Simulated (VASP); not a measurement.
# ZnS (P6_3mc) in VASP: notebook

ZnS is run at these levels: PBE; tasks: single point.

Everything below comes from runs of VASP 6.6.1. Logs are shortened: lines on timing, memory, paths and dates and some standing lists are left out, and cuts for length are marked.

## 1. The cell of the first run

It takes space group P6_3mc (No. 186, hexagonal). The conventional cell has a = 3.897 Å, b = 3.897 Å, c = 6.304 Å, α = 90.00°, β = 90.00°, γ = 120.00°. Zn (site symmetry 3m) has 4 S at 2.36 to 2.38 Å within 3.1 Å. S (site symmetry 3m) has 4 Zn at 2.36 to 2.38 Å within 3.1 Å.

## 2. Single point, PBE

File INCAR:

```
PREC = Accurate ; ENCUT = 520
EDIFF = 1E-7 ; ISMEAR = 0
SIGMA = 0.05 ; LREAL = False
LASPH = True ; NELM = 80
ALGO = Normal ; ISIF = 2
LWAVE = False ; LCHARG = False
GGA = PE ; NBANDS = 26
```

File KPOINTS:

```
regular mesh
0
Gamma
  9 9 4
```

File POSCAR:

```
ZnS
1.0
    3.8967046666      0.0000000000      0.0000000000
   -1.9483523333      3.3746452323      0.0000000000
    0.0000000000      0.0000000000      6.3037246812
Zn S
2 2
Direct
    0.3333333333      0.6666666667      0.0052003729
    0.6666666667      0.3333333333      0.5052003729
    0.3333333333      0.6666666667      0.3797996271
    0.6666666667      0.3333333333      0.8797996271
```

Potentials or basis: VASP PAW PBE potentials, release 64 (Zn, S).

Run with:

```
> cat potpaw_PBE.64/Zn/POTCAR potpaw_PBE.64/S/POTCAR > POTCAR
> mpirun -np 1 vasp_std > vasp.out
```

OUTCAR:

```text
PREC = Accurate
   ENCUT = 520
   EDIFF = 1E-7
   ISMEAR = 0
   LREAL = False
   LASPH = True
   NELM = 80
   ISIF = 2
   GGA = PE

 ion  position               nearest neighbor table
   1  0.333  0.667  0.005-   3 2.36   4 2.38   4 2.38   4 2.38
   2  0.667  0.333  0.505-   4 2.36   3 2.38   3 2.38   3 2.38
   3  0.333  0.667  0.380-   1 2.36   2 2.38   2 2.38   2 2.38
   4  0.667  0.333  0.880-   2 2.36   1 2.38   1 2.38   1 2.38

  LATTYP: Found a hexagonal cell.
 ALAT       =     3.8967046666
 C/A-ratio  =     1.6177065548

  Lattice vectors:

 A1 = (   3.8967046666,   0.0000000000,   0.0000000000)
 A2 = (  -1.9483523333,   3.3746452323,   0.0000000000)
 A3 = (   0.0000000000,   0.0000000000,   6.3037246812)

Analysis of symmetry for initial positions (statically):
=====================================================================
 Subroutine PRICEL returns:
 Original cell was already a primitive cell.

 Routine SETGRP: Setting up the symmetry group for a
 hexagonal supercell.

 Subroutine GETGRP returns: Found 12 space group operations
 (whereof  6 operations were pure point group operations)
 out of a pool of 24 trial point group operations.

The static configuration has the point symmetry C_3v.
 The point group associated with its full space group is C_6v.

Analysis of symmetry for dynamics (positions and initial velocities):
=====================================================================
 Subroutine PRICEL returns:
 Original cell was already a primitive cell.

 Routine SETGRP: Setting up the symmetry group for a
 hexagonal supercell.

 Subroutine GETGRP returns: Found 12 space group operations
 (whereof  6 operations were pure point group operations)
 out of a pool of 24 trial point group operations.

The dynamic configuration has the point symmetry C_3v.
 The point group associated with its full space group is C_6v.

 Subroutine INISYM returns: Found 12 space group operations
 (whereof  6 operations are pure point group operations),
 and found     1 'primitive' translations

----------------------------------------------------------------------------------------

                                     Primitive cell

  volume of cell :      82.8940

  direct lattice vectors                    reciprocal lattice vectors
     3.896704667  0.000000000  0.000000000     0.256627095  0.148163723  0.000000000
    -1.948352333  3.374645232  0.000000000     0.000000000  0.296327445  0.000000000
     0.000000000  0.000000000  6.303724681     0.000000000  0.000000000  0.158636370

  length of vectors
     3.896704667  3.896704667  6.303724681     0.296327445  0.296327445  0.158636370

  position of ions in fractional coordinates (direct lattice)
     0.333333333  0.666666667  0.005200373
     0.666666667  0.333333333  0.505200373
     0.333333333  0.666666667  0.379799627
     0.666666667  0.333333333  0.879799627

  ion indices of the primitive-cell ions
   primitive index   ion index
                 1           1
                 2           2
                 3           3
                 4           4

----------------------------------------------------------------------------------------

 KPOINTS: regular mesh

Automatic generation of k-mesh.
 Grid dimensions read from file:
 generate k-points for:    9    9    4

 Generating k-lattice:

  Cartesian coordinates                     Fractional coordinates (reciprocal lattice)
     0.028514122  0.016462636  0.000000000     0.111111111  0.000000000  0.000000000
     0.000000000  0.032925272  0.000000000     0.000000000  0.111111111  0.000000000
     0.000000000  0.000000000  0.039659092     0.000000000  0.000000000  0.250000000

  Length of vectors
     0.032925272  0.032925272  0.039659092

  Shift w.r.t. Gamma in fractional coordinates (k-lattice)
     0.000000000  0.000000000  0.000000000

 Subroutine IBZKPT returns following result:
 ===========================================

 Found     36 irreducible k-points:

 Following reciprocal coordinates:
            Coordinates               Weight
  0.000000  0.000000  0.000000      1.000000
  0.111111 -0.000000  0.000000      6.000000
  0.222222 -0.000000  0.000000      6.000000
  0.333333 -0.000000  0.000000      6.000000
  0.444444 -0.000000  0.000000      6.000000
  0.111111  0.111111  0.000000      6.000000
[... 16 lines left out ...]
  0.333333  0.222222  0.250000     24.000000
  0.333333  0.333333  0.250000      4.000000
 [... further k-points ...]
   k-points           NKPTS =     36   k-points in BZ     NKDIM =     36   number of bands    NBANDS=     26
   number of dos      NEDOS =    301   number of ions     NIONS =      4
   total plane-waves  NPLWV =  43200
   dimension x,y,z NGX =    30 NGY =   30 NGZ =   48
   dimension x,y,z NGXF=    60 NGYF=   60 NGZF=   96
   ions per type =               2   2
   NGX,Y,Z   is equivalent  to a cutoff of  12.80, 12.80, 12.66 a.u.
   NGXF,Y,Z  is equivalent  to a cutoff of  25.60, 25.60, 25.32 a.u.
 SYSTEM =  unknown system
   PREC   = accura    normal or accurate (medium, high low for compatibility)
   ISTART =      0    job   : 0-new  1-cont  2-samecut
   ICHARG =      2    charge: 1-file 2-atom 10-const
   ISPIN  =      1    spin polarized calculation?
   LNONCOLLINEAR =      F non collinear calculations
   LSORBIT =      F    spin-orbit coupling
   LASPH  =      T    aspherical Exc in radial PAW
   ENCUT  =  520.0 eV  38.22 Ry    6.18 a.u.   7.25  7.25 11.72*2*pi/ulx,y,z
   NELM   =     80;   NELMIN=  2; NELMDL= -5     # of ELM steps
   EDIFF  = 0.1E-06   stopping-criterion for ELM
   LREAL  =      F    real-space projection
   EDIFFG = 0.1E-05   stopping-criterion for IOM
   NSW    =      0    number of steps for IOM
   IBRION =     -1    ionic relax: 0-MD 1-quasi-New 2-CG
   NFREE  =      0    steps in history (QN), initial steepest desc. (CG)
   ISIF   =      2    stress and relaxation
   ISYM   =      2    0-nonsym 1-usesym 2-fastsym
   POTIM  = 0.5000    time-step for ionic-motion
   TEBEG  =    0.0;   TEEND  =   0.0 temperature during run
   PSTRESS=    0.0 pullay stress
   NELECT =      36.0000    total number of electrons
   NUPDOWN=      -1.0000    fix difference up-down
   EMIN   =  10.00;   EMAX   =-10.00  energy-range for DOS
   EFERMI =   0.00;   METHOD = LEGACY
   ISMEAR =     0;   SIGMA  =   0.05  broadening in eV -4-tet -1-fermi 0-gaus
   EFERMI_NEDOS =   21; number of points for ismear=-14 and -15
   IALGO  =     38    algorithm
   IMIX   =      4    mixing-type and parameters
     AMIX     =   0.40;   BMIX     =  1.00
     AMIX_MAG =   1.60;   BMIX_MAG =  1.00
  volume/ion in A,a.u.               =      20.72       139.85
  Fermi-wavevector in a.u.,A,eV,Ry     =   1.239752  2.342791 20.911941  1.536984
  Thomas-Fermi vector in A             =   2.374222
   LORBIT       =      0    0 simple, 1 ext, 2 COOP (PROOUT), +10 PAW based schemes
   GGA     = PE    functional components
   LHFCALC =     F    Hartree Fock is set to
   AEXX    =    0.0000 exact exchange contribution
   IVDW    =     0    specifies the selected vdW correction
   LEPSILON=     F    determine dielectric tensor
   LRPA    =     F    only Hartree local field effects (RPA)
 non-spin polarized calculation
 Gauss-broadening in eV      SIGMA  =   0.05
  energy-cutoff  :      520.00
  volume of cell :       82.89
 maximum number of plane-waves:      2273
 NGX is ok and might be reduce to    30
   NGX = 15   NGY = 15   NGZ = 23

 number of electron      35.9999973 magnetization

 Free energy of the ion-electron system (eV)
  ---------------------------------------------------
  ext. energy  EPLUGINS =         0.00000000
  ---------------------------------------------------
  free energy    TOTEN  =       -13.68037768 eV

  energy without entropy =      -13.68037768  energy(sigma->0) =      -13.68037768

 E-fermi :   1.9353     XC(G=0):  -9.3930

 val. band max:        1.6648469320   @ k =   0.0000   0.0000   0.0000
 cond. band min:       3.6526500886   @ k =   0.0000   0.0000   0.0000
 fundamental gap:      1.9878031565
 Fermi energy:         1.9352837128

 k-point     1 :       0.0000    0.0000    0.0000
  band No.  band energies     occupation
      1     -11.1556      2.00000
      2     -10.2841      2.00000
      3      -4.4886      2.00000
      4      -4.4679      2.00000
      5      -4.4679      2.00000
      6      -4.3904      2.00000
[... 18 lines left out ...]
     25       9.3232      0.00000
     26      10.7684      0.00000

 k-point     2 :       0.1111   -0.0000    0.0000
  band No.  band energies     occupation
      1     -11.0808      2.00000
      2     -10.2447      2.00000
      3      -4.4802      2.00000
      4      -4.4637      2.00000
      5      -4.4536      2.00000
      6      -4.3812      2.00000
[... 18 lines left out ...]
     25       9.6712      0.00000
     26      10.3246      0.00000

 k-point     3 :       0.2222   -0.0000    0.0000
  band No.  band energies     occupation
      1     -10.8756      2.00000
      2     -10.1485      2.00000
      3      -4.4726      2.00000
      4      -4.4345      2.00000
      5      -4.4211      2.00000
      6      -4.3429      2.00000
[... 18 lines left out ...]
     25       9.8230      0.00000
     26      10.5789      0.00000

 k-point     4 :       0.3333   -0.0000    0.0000
  band No.  band energies     occupation
      1     -10.6009      2.00000
      2     -10.0562      2.00000
      3      -4.4574      2.00000
      4      -4.3926      2.00000
      5      -4.3852      2.00000
      6      -4.2573      2.00000
[... 18 lines left out ...]
     25      10.3345      0.00000
     26      11.1165      0.00000
[... 496 lines left out ...]
      1     -10.3977      2.00000
      2     -10.0909      2.00000
      3      -4.4114      2.00000
      4      -4.4019      2.00000
      5      -4.3085      2.00000
      6      -4.2950      2.00000
[... 18 lines left out ...]
     25       9.9660      0.00000
     26      11.0853      0.00000

 k-point    23 :       0.3333    0.2222    0.2500
  band No.  band energies     occupation
      1     -10.2182      2.00000
      2     -10.0635      2.00000
      3      -4.4149      2.00000
      4      -4.3615      2.00000
      5      -4.3023      2.00000
      6      -4.2226      2.00000
[... 18 lines left out ...]
     25      10.7386      0.00000
     26      11.3848      0.00000

 k-point    24 :       0.3333    0.3333    0.2500
  band No.  band energies     occupation
      1     -10.1051      2.00000
      2     -10.1051      2.00000
      3      -4.4110      2.00000
      4      -4.3229      2.00000
      5      -4.3229      2.00000
      6      -4.2111      2.00000
[... 18 lines left out ...]
     25      11.6054      0.00000
     26      11.6550      0.00000

 [... further k-points ...]
[... 5 lines left out ...]
  --------------------------------------------------------------------------------------
  -------------------------------------------------------------------------------------
  Total       -1.0834130     -1.0834130     -0.2577950      0.0000000     -0.0000000      0.0000000
  in kB      -20.9402462    -20.9402462     -4.9826709      0.0000000     -0.0000000      0.0000000
  external PRESSURE =     -15.6210544 kB  Pullay stress =       0.0000000 kB

 VOLUME and BASIS-vectors are now :
 -----------------------------------------------------------------------------
  energy-cutoff  :      520.00
  volume of cell :       82.89
      direct lattice vectors                 reciprocal lattice vectors
     3.896704667  0.000000000  0.000000000     0.256627095  0.148163723  0.000000000
    -1.948352333  3.374645232  0.000000000     0.000000000  0.296327445  0.000000000
     0.000000000  0.000000000  6.303724681     0.000000000  0.000000000  0.158636370

 POSITION                                       TOTAL-FORCE (eV/Angst)
 -----------------------------------------------------------------------------------
     -0.00000      2.24976      0.03278         0.000000      0.000000     -0.070379
      1.94835      1.12488      3.18464        -0.000000     -0.000000     -0.070379
     -0.00000      2.24976      2.39415         0.000000      0.000000      0.070379
      1.94835      1.12488      5.54601         0.000000     -0.000000      0.070379
 -----------------------------------------------------------------------------------
    total drift:                               -0.000000     -0.000000      0.000252

  FREE ENERGIE OF THE ION-ELECTRON SYSTEM (eV)
  ---------------------------------------------------
  free  energy   TOTEN  =       -13.6803776778 eV

  energy  without entropy=      -13.6803776778  energy(sigma->0) =      -13.68037768
```

Run time: 1.7 min. Hardware: 1 thread of AMD EPYC 7R43 (Zen 3), shared host; peak memory 0.19 GiB.

Results:

* Free energy: -13.6804 eV
* Pressure: -1.6 GPa
* Largest force: 0.070 eV/Å
* Band gap on the k mesh: 1.99 eV, direct

Forces on the atoms (eV/Å):
```
Zn   0.000  0.000 -0.070
Zn   0.000  0.000 -0.070
S    0.000  0.000  0.070
S    0.000  0.000  0.070
```

As with any semilocal functional, this PBE gap is likely too small.

(Part 1 of 2 ends here.)
